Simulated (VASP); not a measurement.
Crystal: TiAl.

```
CELL_PARAMETERS angstrom
3.17906 0.00000 0.00000
0.00000 3.17906 0.00000
0.00000 0.00000 3.17906
ATOMIC_POSITIONS crystal
Ti 0.00000 0.00000 0.00000
Al 0.50000 0.50000 0.50000
```

| Property | Result |
| --- | --- |
| Program | VASP 6.6.1 |
| Task | relaxation of cell and atoms |
| Functional | PBEsol-based global hybrid |
| Potentials or basis | VASP PAW PBE potentials, release 64 (Ti_sv, Al) |
| Cutoff | 600 eV |
| k mesh | 4 × 4 × 4 |
| Occupations | fermi-dirac, width 0.05 eV |
| Spin | no spin polarisation |

At the start: pressure -3.5 GPa; volume 16.06 Å³/atom.

Question: How do energy, volume and symmetry change on relaxing?

Answer: Over 3 steps the energy falls by 4.9 meV/atom and the volume is 15.62 Å³/atom (-2.8 %); space group Pm-3m (No. 221, to 0.05 Å).

The path:
```tsv
step	energy change (eV)	largest force (eV/Å)	pressure (GPa)	volume (Å³)
1	0.0000	0.0000	-3.47	32.13
2	-0.0032	0.0000	3.08	30.54
3	-0.0098	0.0000	0.02	31.24
```

Final structure:
```
CELL_PARAMETERS angstrom
3.14956 0.00000 0.00000
0.00000 3.14956 0.00000
0.00000 0.00000 3.14956
ATOMIC_POSITIONS crystal
Ti 0.00000 0.00000 0.00000
Al 0.50000 0.50000 0.50000
```

Caveat: the k points lie up to 0.50 Å⁻¹ apart in the final cell; the PAW data sets were made with another functional, which shifts forces and pressure a little.
